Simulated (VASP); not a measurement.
# AlNi (P4/mmm) in VASP: further runs

Runs on AlNi. Level: PBEsol. Tasks: single point.

Program: VASP 6.6.1. These are calculated values, not measurements. Logs are shortened: lines on timing, memory, paths and dates and some standing lists are left out, and cuts for length are marked.

**1. The cell of the first run**

It takes space group P4/mmm (No. 123, tetragonal). Conventional cell: a = 2.944 Å, b = 2.944 Å, c = 2.783 Å, α = 90.00°, β = 90.00°, γ = 90.00°. Al (site symmetry 4/mmm) has 8 Ni at 2.50 Å and 6 Al at 2.78 to 2.94 Å within 3.3 Å. Ni (site symmetry 4/mmm) has 8 Al at 2.50 Å and 6 Ni at 2.78 to 2.94 Å within 3.3 Å.

**2. Single point, PBEsol (strain +0.030 along x and y, -0.030 along z)**

File INCAR:

```
SYSTEM = AlNi
ALGO = Fast
EDIFF = 1E-6
ENCUT = 520
GGA = PS
ISIF = 2
ISMEAR = 0
LASPH = .True.
LCHARG = .True.
LELF = .True.
LREAL = .False.
LVHAR = .True.
LWAVE = .False.
NBANDS = 14
NELM = 80
PREC = Accurate
SIGMA = 0.15
```

File KPOINTS:

```
k-points
0
Gamma
  20 20 20
  0 0 0
```

File POSCAR:

```
AlNi
1.0
    2.0819679297     -2.0819902819      0.0000000000
    2.0819679297      2.0819902819      0.0000000000
    0.0000000000      0.0000000000      2.7833265466
Al Ni
1 1
Direct
    0.0000000000      0.0000000000      0.0000000000
    0.5000000000      0.5000000000      0.5000000000
```

Potentials or basis: VASP PAW PBE potentials, release 64 (Al, Ni).

Run with:

```
> cat potpaw_PBE.64/Al/POTCAR potpaw_PBE.64/Ni/POTCAR > POTCAR
> mpirun -np 1 vasp_std > vasp.out
```

OUTCAR:

```text
SYSTEM = AlNi
   EDIFF = 1E-6
   ENCUT = 520
   GGA = PS
   ISIF = 2
   ISMEAR = 0
   LASPH = .True.
   LREAL = .False.
   NELM = 80
   PREC = Accurate

 ion  position               nearest neighbor table
   1  0.000  0.000  0.000-   2 2.50   2 2.50   2 2.50   2 2.50   2 2.50   2 2.50   2 2.50   2 2.50

   2  0.500  0.500  0.500-   1 2.50   1 2.50   1 2.50   1 2.50   1 2.50   1 2.50   1 2.50   1 2.50

  LATTYP: Found a base centered orthorhombic cell.
 ALAT       =     4.1639358594
 B/A-ratio  =     1.0000107361
 C/A-ratio  =     0.6684364603

  Lattice vectors:

 A1 = (   2.0819679297,  -2.0819902819,   0.0000000000)
 A2 = (   2.0819679297,   2.0819902819,   0.0000000000)
 A3 = (   0.0000000000,   0.0000000000,   2.7833265466)

Analysis of symmetry for initial positions (statically):
=====================================================================
 Subroutine PRICEL returns:
 Original cell was already a primitive cell.

 Routine SETGRP: Setting up the symmetry group for a
 base centered orthorhombic supercell.

 Subroutine GETGRP returns: Found  8 space group operations
 (whereof  8 operations were pure point group operations)
 out of a pool of  8 trial point group operations.

The static configuration has the point symmetry D_2h.

Analysis of symmetry for dynamics (positions and initial velocities):
=====================================================================
 Subroutine PRICEL returns:
 Original cell was already a primitive cell.

 Routine SETGRP: Setting up the symmetry group for a
 base centered orthorhombic supercell.

 Subroutine GETGRP returns: Found  8 space group operations
 (whereof  8 operations were pure point group operations)
 out of a pool of  8 trial point group operations.

The dynamic configuration has the point symmetry D_2h.

 Subroutine INISYM returns: Found  8 space group operations
 (whereof  8 operations are pure point group operations),
 and found     1 'primitive' translations

----------------------------------------------------------------------------------------

                                     Primitive cell

  volume of cell :      24.1294

  direct lattice vectors                    reciprocal lattice vectors
     2.081967930 -2.081990282  0.000000000     0.240157398 -0.240154819  0.000000000
     2.081967930  2.081990282  0.000000000     0.240157398  0.240154819  0.000000000
     0.000000000  0.000000000  2.783326547     0.000000000  0.000000000  0.359282313

  length of vectors
     2.944363088  2.944363088  2.783326547     0.339632026  0.339632026  0.359282313

  position of ions in fractional coordinates (direct lattice)
     0.000000000  0.000000000  0.000000000
     0.500000000  0.500000000  0.500000000

  ion indices of the primitive-cell ions
   primitive index   ion index
                 1           1
                 2           2

----------------------------------------------------------------------------------------

 KPOINTS: k-points

Automatic generation of k-mesh.
 Grid dimensions read from file:
 generate k-points for:   20   20   20

 Generating k-lattice:

  Cartesian coordinates                     Fractional coordinates (reciprocal lattice)
     0.012007870 -0.012007741  0.000000000     0.050000000  0.000000000  0.000000000
     0.012007870  0.012007741  0.000000000     0.000000000  0.050000000  0.000000000
     0.000000000  0.000000000  0.017964116     0.000000000  0.000000000  0.050000000

  Length of vectors
     0.016981601  0.016981601  0.017964116

  Shift w.r.t. Gamma in fractional coordinates (k-lattice)
     0.000000000  0.000000000  0.000000000

 Subroutine IBZKPT returns following result:
 ===========================================

 Found   1221 irreducible k-points:

 Following reciprocal coordinates:
            Coordinates               Weight
  0.000000  0.000000  0.000000      1.000000
  0.050000  0.000000  0.000000      4.000000
  0.100000  0.000000  0.000000      4.000000
  0.150000  0.000000  0.000000      4.000000
  0.200000  0.000000  0.000000      4.000000
  0.250000 -0.000000  0.000000      4.000000
[... 16 lines left out ...]
 -0.400000  0.050000  0.000000      4.000000
 -0.350000  0.050000  0.000000      4.000000
 [... further k-points ...]
   k-points           NKPTS =   1221   k-points in BZ     NKDIM =   1221   number of bands    NBANDS=     14
   number of dos      NEDOS =    301   number of ions     NIONS =      2
   total plane-waves  NPLWV =  13824
   dimension x,y,z NGX =    24 NGY =   24 NGZ =   24
   dimension x,y,z NGXF=    48 NGYF=   48 NGZF=   48
   ions per type =               1   1
   NGX,Y,Z   is equivalent  to a cutoff of  13.55, 13.55, 14.34 a.u.
   NGXF,Y,Z  is equivalent  to a cutoff of  27.10, 27.10, 28.67 a.u.
 SYSTEM =  AlNi
   PREC   = accura    normal or accurate (medium, high low for compatibility)
   ISTART =      0    job   : 0-new  1-cont  2-samecut
   ICHARG =      2    charge: 1-file 2-atom 10-const
   ISPIN  =      1    spin polarized calculation?
   LNONCOLLINEAR =      F non collinear calculations
   LSORBIT =      F    spin-orbit coupling
   LASPH  =      T    aspherical Exc in radial PAW
   ENCUT  =  520.0 eV  38.22 Ry    6.18 a.u.   5.47  5.47  5.18*2*pi/ulx,y,z
   NELM   =     80;   NELMIN=  2; NELMDL= -5     # of ELM steps
   EDIFF  = 0.1E-05   stopping-criterion for ELM
   LREAL  =      F    real-space projection
   EDIFFG = 0.1E-04   stopping-criterion for IOM
   NSW    =      0    number of steps for IOM
   IBRION =     -1    ionic relax: 0-MD 1-quasi-New 2-CG
   NFREE  =      0    steps in history (QN), initial steepest desc. (CG)
   ISIF   =      2    stress and relaxation
   ISYM   =      2    0-nonsym 1-usesym 2-fastsym
   POTIM  = 0.5000    time-step for ionic-motion
   TEBEG  =    0.0;   TEEND  =   0.0 temperature during run
   PSTRESS=    0.0 pullay stress
   NELECT =      13.0000    total number of electrons
   NUPDOWN=      -1.0000    fix difference up-down
   EMIN   =  10.00;   EMAX   =-10.00  energy-range for DOS
   EFERMI =   0.00;   METHOD = LEGACY
   ISMEAR =     0;   SIGMA  =   0.15  broadening in eV -4-tet -1-fermi 0-gaus
   EFERMI_NEDOS =   21; number of points for ismear=-14 and -15
   IALGO  =     68    algorithm
   IMIX   =      4    mixing-type and parameters
     AMIX     =   0.40;   BMIX     =  1.00
     AMIX_MAG =   1.60;   BMIX_MAG =  1.00
  volume/ion in A,a.u.               =      12.06        81.42
  Fermi-wavevector in a.u.,A,eV,Ry     =   1.332111  2.517324 24.143796  1.774519
  Thomas-Fermi vector in A             =   2.461070
   LORBIT       =      0    0 simple, 1 ext, 2 COOP (PROOUT), +10 PAW based schemes
   GGA     = PS    functional components
   LHFCALC =     F    Hartree Fock is set to
   AEXX    =    0.0000 exact exchange contribution
   IVDW    =     0    specifies the selected vdW correction
   LEPSILON=     F    determine dielectric tensor
   LRPA    =     F    only Hartree local field effects (RPA)
 non-spin polarized calculation
 RMM-DIIS sequential band-by-band and
 Gauss-broadening in eV      SIGMA  =   0.15
  energy-cutoff  :      520.00
  volume of cell :       24.13
 maximum number of plane-waves:       672
 NGX is ok and might be reduce to    24
   NGX = 11   NGY = 11   NGZ = 11

 number of electron      12.9999999 magnetization

 Free energy of the ion-electron system (eV)
  ---------------------------------------------------
  ext. energy  EPLUGINS =         0.00000000
  ---------------------------------------------------
  free energy    TOTEN  =       -11.56816815 eV

  energy without entropy =      -11.55843654  energy(sigma->0) =      -11.56330235

 E-fermi :   9.7789     XC(G=0): -12.1223

 val. band max:        9.7724666701   @ k =  -0.3500   0.3000   0.1000
 cond. band min:       9.7804772807   @ k =   0.5000   0.3500   0.4000
 fundamental gap:      0.0080106106
 Fermi energy:         9.7788683678

 k-point     1 :       0.0000    0.0000    0.0000
  band No.  band energies     occupation
      1      -1.2889      2.00000
      2       6.5630      2.00000
      3       6.5910      2.00000
      4       8.1509      2.00000
      5       8.3151      2.00000
      6       8.3151      2.00000
      7      14.5826      0.00000
      8      14.5827      0.00000
      9      16.6236      0.00000
     10      17.6601      0.00000
     11      17.9635      0.00000
     12      23.5138      0.00000
     13      29.7245      0.00000
     14      31.0583      0.00000

 k-point     2 :       0.0500    0.0000    0.0000
  band No.  band energies     occupation
      1      -1.2448      2.00000
      2       6.5600      2.00000
      3       6.5974      2.00000
      4       8.1303      2.00000
      5       8.3000      2.00000
      6       8.3168      2.00000
      7      14.1121      0.00000
      8      14.6436      0.00000
      9      16.6786      0.00000
     10      17.8163      0.00000
     11      18.2760      0.00000
     12      23.6283      0.00000
     13      29.0982      0.00000
     14      30.5553      0.00000

 k-point     3 :       0.1000    0.0000    0.0000
  band No.  band energies     occupation
      1      -1.1127      2.00000
      2       6.5379      2.00000
      3       6.6231      2.00000
      4       8.0717      2.00000
      5       8.2566      2.00000
      6       8.3220      2.00000
      7      13.1457      0.00000
      8      14.8231      0.00000
      9      16.8419      0.00000
     10      17.8558      0.00000
     11      19.1791      0.00000
     12      23.9937      0.00000
     13      27.9499      0.00000
     14      29.5188      0.00000
[... 324 lines left out ...]
 k-point    23 :      -0.4000    0.0500    0.0000
  band No.  band energies     occupation
      1       1.4633      2.00000
      2       4.3895      2.00000
      3       6.9684      2.00000
      4       7.4919      2.00000
      5       7.8158      2.00000
      6       8.3674      2.00000
      7       9.1316      2.00000
      8      16.9207      0.00000
      9      18.5345      0.00000
     10      19.7536      0.00000
     11      21.0897      0.00000
     12      23.0826      0.00000
     13      23.4329      0.00000
     14      25.7218      0.00000

 k-point    24 :      -0.3500    0.0500    0.0000
  band No.  band energies     occupation
      1       0.8515      2.00000
      2       5.0924      2.00000
      3       6.9176      2.00000
      4       7.5569      2.00000
      5       7.8717      2.00000
      6       8.3591      2.00000
      7       9.3448      1.99996
      8      16.4000      0.00000
      9      18.4869      0.00000
     10      19.0928      0.00000
     11      21.8991      0.00000
     12      22.8962      0.00000
     13      24.0396      0.00000
     14      26.2788      0.00000

 [... further k-points ...]

------------------------ aborting loop because EDIFF is reached ----------------------------------------

  FORCE on cell =-STRESS in cart. coord.  units (eV):
  Direction    XX          YY          ZZ          XY          YZ          ZX
  --------------------------------------------------------------------------------------
  -------------------------------------------------------------------------------------
  Total       -0.8789763     -0.8793548     -0.1337131      0.0000000      0.0000000      0.0000000
  in kB      -58.3634396    -58.3885663     -8.8784619      0.0000000      0.0000000      0.0000000
  external PRESSURE =     -41.8768226 kB  Pullay stress =       0.0000000 kB

 VOLUME and BASIS-vectors are now :
 -----------------------------------------------------------------------------
  energy-cutoff  :      520.00
  volume of cell :       24.13
      direct lattice vectors                 reciprocal lattice vectors
     2.081967930 -2.081990282  0.000000000     0.240157398 -0.240154819  0.000000000
     2.081967930  2.081990282  0.000000000     0.240157398  0.240154819  0.000000000
     0.000000000  0.000000000  2.783326547     0.000000000  0.000000000  0.359282313

 POSITION                                       TOTAL-FORCE (eV/Angst)
 -----------------------------------------------------------------------------------
      0.00000      0.00000      0.00000         0.000000      0.000000      0.000000
      2.08197      0.00000      1.39166         0.000000      0.000000      0.000000
 -----------------------------------------------------------------------------------
    total drift:                                0.000000     -0.000000     -0.000000

  FREE ENERGIE OF THE ION-ELECTRON SYSTEM (eV)
  ---------------------------------------------------
  free  energy   TOTEN  =       -11.5681681520 eV

  energy  without entropy=      -11.5584365389  energy(sigma->0) =      -11.56330235
```

It took 1.9 min on 1 thread of Intel Xeon 6975P-C (Granite Rapids), shared host; peak memory 0.51 GiB.

Results:

```
Free energy : -11.5682 eV
Pressure    : -4.2 GPa
```

Stress tensor (GPa, compression positive):
```
-5.84  0.00  0.00
 0.00 -5.84  0.00
 0.00  0.00 -0.89
```

Caveat: the cell differs from its parent crystal (strain +0.030 along x and y, -0.030 along z); the PAW data sets were made with another functional, which shifts forces and pressure a little. Spin polarisation is off, so any magnetic state and its effect on volume and gap are missing.

**3. Single point, PBEsol (strain +0.000 along x and y, +0.030 along z)**

File INCAR:

```
SYSTEM = AlNi
  PREC = Accurate
  ENCUT = 520
  EDIFF = 1E-6
  ISMEAR = 0
  SIGMA = 0.15
  LREAL = .False.
  LASPH = .True.
  NELM = 60
  ALGO = Fast
  ISIF = 2
  LWAVE = .False.
  LCHARG = .False.
  GGA = PS
  NBANDS = 14
```

File KPOINTS:

```
Automatic mesh
0
Gamma
  20 20 20
  0 0 0
```

File POSCAR:

```
AlNi
1.0
    2.0213280871     -2.0213497883      0.0000000000
    2.0213280871      2.0213497883      0.0000000000
    0.0000000000      0.0000000000      2.9554910752
Al Ni
1 1
Direct
    0.0000000000      0.0000000000      0.0000000000
    0.5000000000      0.5000000000      0.5000000000
```

Potentials or basis: VASP PAW PBE potentials, release 64 (Al, Ni).

Run with:

```
> cat potpaw_PBE.64/Al/POTCAR potpaw_PBE.64/Ni/POTCAR > POTCAR
> mpirun -np 1 vasp_std > vasp.out
```

It took 1.9 min on 1 thread of Intel Xeon 6975P-C (Granite Rapids), shared host; peak memory 0.51 GiB.

It converged, with:

| Property | Result |
| --- | --- |
| Free energy | -11.5768 eV |
| Pressure | -4.7 GPa |

Stress tensor (GPa, compression positive):
```
-4.03  0.00  0.00
 0.00 -4.03  0.00
 0.00  0.00 -6.15
```

Levels at points of the mesh, in eV from the Fermi level:
```tsv
k point	band 3	band 4	band 5	band 6	band 7	band 8	band 9	band 10	band 11	band 12
(0.00, 0.00, 0.00)	-3.18	-1.55	-1.55	-1.46	4.69	5.85	5.85	7.93	8.25	13.61
(0.50, 0.00, 0.00)	-2.70	-2.34	-2.15	-1.45	-0.56	8.25	9.26	10.29	10.36	11.24
(0.50, 0.50, 0.00)	-2.70	-2.70	-2.14	-2.14	-0.95	1.65	2.65	11.66	14.60	14.60
(0.00, 0.00, 0.50)	-2.76	-2.16	-2.16	-1.39	-0.80	8.29	10.23	10.23	10.91	10.91
(0.50, 0.00, 0.50)	-3.00	-2.84	-2.01	-1.99	-1.03	1.35	2.35	12.46	15.12	15.47
(0.50, 0.50, 0.50)	-4.04	-1.01	-0.93	1.95	2.02	2.02	3.65	4.31	4.31	4.67
```

Caveat: the cell differs from its parent crystal (strain +0.000 along x and y, +0.030 along z); the PAW data sets were made with another functional, which shifts forces and pressure a little. Spin polarisation is off, so any magnetic state and its effect on volume and gap are missing.

**4. Single point, PBEsol (strain +0.015 along x and y, +0.000 along z)**

File INCAR:

```
PREC = Accurate
ENCUT = 520
EDIFF = 1E-6
ISMEAR = 0
SIGMA = 0.15
LREAL = False
LASPH = True
NELM = 60
ALGO = Fast
ISIF = 2
LWAVE = False
LCHARG = False
GGA = PS
NBANDS = 14
```

File KPOINTS:

```
Automatic mesh
0
Gamma
  20 20 20
```

File POSCAR:

```
AlNi
1.0
    2.0516480084     -2.0516700351      0.0000000000
    2.0516480084      2.0516700351      0.0000000000
    0.0000000000      0.0000000000      2.8694088109
Al Ni
1 1
Direct
    0.0000000000      0.0000000000      0.0000000000
    0.5000000000      0.5000000000      0.5000000000
```

Run with:

```
> cat potpaw_PBE.64/Al/POTCAR potpaw_PBE.64/Ni/POTCAR > POTCAR
> mpirun -np 1 vasp_std > vasp.out
```

Wall time 1.9 min (1 thread of Intel Xeon 6975P-C (Granite Rapids), shared host); peak memory 0.5 GiB.

Results (log left out):

- Free energy: -11.5799 eV
- Pressure: -5.0 GPa

Stress tensor (GPa, compression positive):
```
-5.24  0.00  0.00
 0.00 -5.24  0.00
 0.00  0.00 -4.40
```

Levels at points of the mesh, in eV from the Fermi level:
```csv
k point,band 3,band 4,band 5,band 6,band 7,band 8,band 9,band 10,band 11,band 12
"(0.00, 0.00, 0.00)",-3.18,-1.54,-1.51,-1.51,5.32,5.32,5.72,8.07,8.15,13.55
"(0.50, 0.00, 0.00)",-2.73,-2.24,-2.17,-1.42,-0.67,8.28,9.80,10.18,10.66,10.98
"(0.50, 0.50, 0.00)",-2.90,-2.90,-2.01,-2.01,-1.02,1.37,2.39,12.36,15.21,15.21
"(0.00, 0.00, 0.50)",-2.71,-2.24,-2.24,-1.45,-0.59,8.29,9.85,9.85,10.77,10.77
"(0.50, 0.00, 0.50)",-2.85,-2.80,-2.07,-2.05,-0.99,1.48,2.48,12.09,14.91,15.03
"(0.50, 0.50, 0.50)",-4.04,-0.98,-0.96,1.98,1.98,2.01,3.64,4.35,4.47,4.47
```

Caveat: the cell differs from its parent crystal (strain +0.015 along x and y, +0.000 along z); the PAW data sets were made with another functional, which shifts forces and pressure a little.

(Part 1 of 2 ends here.)
